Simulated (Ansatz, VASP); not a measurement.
# Two plane-wave programs on KI

The input INCAR:

```
ALGO = Normal
EDIFF = 1E-7
ENCUT = 520
GGA = PE
ISIF = 2
ISMEAR = -1
LASPH = True
LCHARG = False
LREAL = False
LWAVE = False
NBANDS = 15
NELM = 100
PREC = Accurate
SIGMA = 0.02
```

The input KPOINTS:

```
k-points
0
Gamma
  6 6 6
```

File POSCAR:

```
KI
1.0
    0.0000000000      3.5442852436      3.5442852436
    3.4025138338      0.0000000000      3.5442852436
    3.4025138338      3.5442852436      0.0000000000
K I
1 1
Direct
    0.0000000000      0.0000000000      0.0000000000
    0.5000000000      0.5000000000      0.5000000000
```

Input for Ansatz:

```yaml
crystal:
  lattice:
    - [0.0, 3.5442852436, 3.5442852436]
    - [3.4025138338, 0.0, 3.5442852436]
    - [3.4025138338, 3.5442852436, 0.0]
  atoms:
    - { symbol: K, position: [0.0, 0.0, 0.0] }
    - { symbol: I, position: [0.5, 0.5, 0.5] }
kpoints:
  mp_grid: { grid: [6, 6, 6] }
  band_path:
    path:
      - [0.0, 0.0, 0.0]
      - [0.5, 0.0, 0.5]
      - [0.625, 0.25, 0.625]
      - [0.375, 0.375, 0.75]
      - [0.5, 0.5, 0.5]
      - [0.5, 0.25, 0.75]
    npoints: 1
hamiltonian:
  xc: pbe
scf:
  occupations: { method: fermi_dirac, width: 0.02 }
  n_extra_bands: 4
output:
  forces: true
  stress: true
  eigenvalues: true
  write_density: true
  write_potential: true
  elf: true
  volumetric_format: npy
```

Change from the starting cell: uniaxial_x strain -4.0%.

Alike in both runs: task single point; functional PBE; k mesh 6 × 6 × 6; occupations fermi-dirac, width 0.02 eV; no spin polarisation.

|  | VASP | Ansatz |
| --- | --- | --- |
| version | VASP 6.6.1 | Ansatz 0.2.0 |
| potentials or method | VASP PAW PBE potentials, release 64 (K_sv, I) | plane waves, PAW |
| plane-wave cutoff (eV) | 520 | 420 |
| valence electrons in the cell | 16 | 26 |

VASP gave:

- gap on the k mesh at the Fermi level (eV): 4.02
- pressure (GPa): 1.1
- traceless stress, the component that is largest in VASP (GPa): 0.93

Q: Estimate Ansatz's values.

A: gap on the k mesh at the Fermi level (eV): 4.03; pressure (GPa): 1.1; traceless stress, the component that is largest in VASP (GPa): 0.92.

VASP's potentials hold 16 valence electrons a cell and Ansatz's 26, so a difference there can come from the potentials and not from the codes.

Neither program's run includes spin-orbit coupling.
